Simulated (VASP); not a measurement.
A run of VASP 6.6.1:

Contents of INCAR:

```
  PREC = Accurate
  ENCUT = 520
  EDIFF = 1E-6
  ISMEAR = 0
  SIGMA = 0.1
  LREAL = F
  LASPH = T
  NELM = 60
  ALGO = Fast
  ISIF = 2
  LWAVE = F
  LCHARG = F
  GGA = PE
  NBANDS = 31
```

File KPOINTS:

```
Automatic mesh
0
Gamma
  12 12 12
```

POSCAR

```
Si2C3
1.0
    2.5865675569      1.4933554753      4.0953635833
   -2.5865675569      1.4933554753      4.0953635833
    0.0000000000     -2.9867109505      4.0953635833
Si C
4 6
Direct
    0.8527916266      0.8527916266      0.8527916266
    0.6472083734      0.6472083734      0.6472083734
    0.1472083734      0.1472083734      0.1472083734
    0.3527916266      0.3527916266      0.3527916266
    0.0855610203      0.4144389797      0.7500000000
    0.7500000000      0.0855610203      0.4144389797
    0.4144389797      0.7500000000      0.0855610203
    0.9144389797      0.5855610203      0.2500000000
    0.2500000000      0.9144389797      0.5855610203
    0.5855610203      0.2500000000      0.9144389797
```

Potentials or basis: VASP PAW PBE potentials, release 64 (Si, C).

Run with:

```sh
$ cat potpaw_PBE.64/Si/POTCAR potpaw_PBE.64/C/POTCAR > POTCAR
$ mpirun -np 1 vasp_std > vasp.out
```

Hardware: 1 thread of Oxide Virtual Turin-like Processor (shared host).

**Question.** Estimate the wall time of this run.

**Answer.** It took 13 min on 1 thread of Oxide Virtual Turin-like Processor, on a shared host, peak memory 0.48 GiB. Counts: scf iterations 15, k points 189.
